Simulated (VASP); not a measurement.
**Tc: single point with PBEsol**

The system is Tc.

```
CELL_PARAMETERS angstrom
2.76073 0.00000 0.00000
-1.38037 2.39086 0.00000
0.00000 0.00000 4.41093
ATOMIC_POSITIONS crystal
Tc 0.33333 0.66667 0.25000
Tc 0.66667 0.33333 0.75000
```

This cell differs from its parent crystal: volume scaled by 1.040.

```
Program             : VASP 6.6.1
Task                : single point
Functional          : PBEsol
Potentials or basis : VASP PAW PBE potentials, release 64 (Tc_pv)
Cutoff              : 520 eV
k mesh              : 18 × 18 × 10
Occupations         : gaussian, width 0.05 eV
Spin                : no spin polarisation
```

```
Pressure               : -12.4 GPa
Band gap on the k mesh : zero (band 13 reaches 13.91 eV, above the bottom of band 14 at 10.57 eV)
```

Levels at points of the mesh, in eV from the Fermi level:
```tsv
k point	band 10	band 11	band 12	band 13	band 14	band 15	band 16	band 17
(0.00, 0.00, 0.00)	-1.48	-1.37	-0.77	-0.77	-0.11	-0.11	1.67	2.52
(0.50, 0.00, 0.00)	-1.84	-1.06	-0.93	-0.44	2.88	3.31	3.31	5.22
(0.00, 0.00, 0.50)	-1.81	-1.62	-1.62	-1.62	-1.62	1.87	1.87	1.87
(0.50, 0.00, 0.50)	-3.55	0.16	0.16	1.40	1.40	3.14	3.14	4.30
```

Run time: 43 s on 1 thread of Intel(R) Xeon(R) 6975P-C (Granite Rapids), with other jobs on the host, peak memory 0.22 GiB.

Caveat: the PAW data sets were made with another functional, which shifts forces and pressure a little.
